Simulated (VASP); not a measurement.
HoNb2As3:

```
CELL_PARAMETERS angstrom
3.89460 0.00000 0.00000
0.00000 3.89460 0.00000
0.00000 0.00000 9.46689
ATOMIC_POSITIONS crystal
Ho 0.00000 0.00000 0.16621
Nb 0.50000 0.00000 0.67476
Nb 0.00000 0.50000 0.67476
As 0.00000 0.00000 0.87241
As 0.50000 0.00000 0.39539
As 0.00000 0.50000 0.39539
```

The cell was generated, and may not be a known phase.

- Program: VASP 6.6.1
- Task: relaxation of cell and atoms
- Functional: PBE
- Potentials or basis: VASP PAW PBE potentials, release 64 (Ho_3, Nb_sv, As), 4f in core
- Cutoff: 500 eV
- k mesh: 10 × 10 × 4
- Occupations: gaussian, width 0.1 eV
- Spin: no spin polarisation

At the start: pressure 0.1 GPa; volume 23.93 Å³/atom.

Where does the relaxation end?

Over 8 steps the energy falls by 2.7 meV/atom and the volume is 24.14 Å³/atom (+0.9 %); space group P4mm (No. 99, to 0.1 Å) before and after.

Step by step:
| step | energy change (eV) | largest force (eV/Å) | pressure (GPa) | volume (Å³) |
| --- | --- | --- | --- | --- |
| 1 | 0.0000 | 0.2496 | 0.09 | 143.59 |
| 2 | -0.0117 | 0.1405 | 0.29 | 143.87 |
| 3 | -0.0146 | 0.0708 | 0.48 | 144.08 |
| 4 | -0.0145 | 0.0246 | -0.57 | 145.93 |
| 5 | -0.0161 | 0.0351 | -0.04 | 144.98 |
| 6 | -0.0163 | 0.0224 | -0.01 | 144.90 |
| 7 | -0.0163 | 0.0223 | 0.00 | 144.87 |
| 8 | -0.0163 | 0.0028 | 0.00 | 144.86 |

Final structure:
```cif
data_structure
_symmetry_space_group_name_H-M 'P 1'
_symmetry_Int_Tables_number 1
_cell_length_a 3.9354
_cell_length_b 3.9354
_cell_length_c 9.3535
_cell_angle_alpha 90.000
_cell_angle_beta 90.000
_cell_angle_gamma 90.000
_cell_volume 144.86
loop_
_atom_site_label
_atom_site_type_symbol
_atom_site_fract_x
_atom_site_fract_y
_atom_site_fract_z
_atom_site_occupancy
Ho1 Ho 0.00000 0.00000 0.16914 1
Nb1 Nb 0.50000 0.00000 0.67491 1
Nb2 Nb 0.00000 0.50000 0.67491 1
As1 As 0.00000 0.00000 0.87143 1
As2 As 0.50000 0.00000 0.39426 1
As3 As 0.00000 0.50000 0.39426 1
```
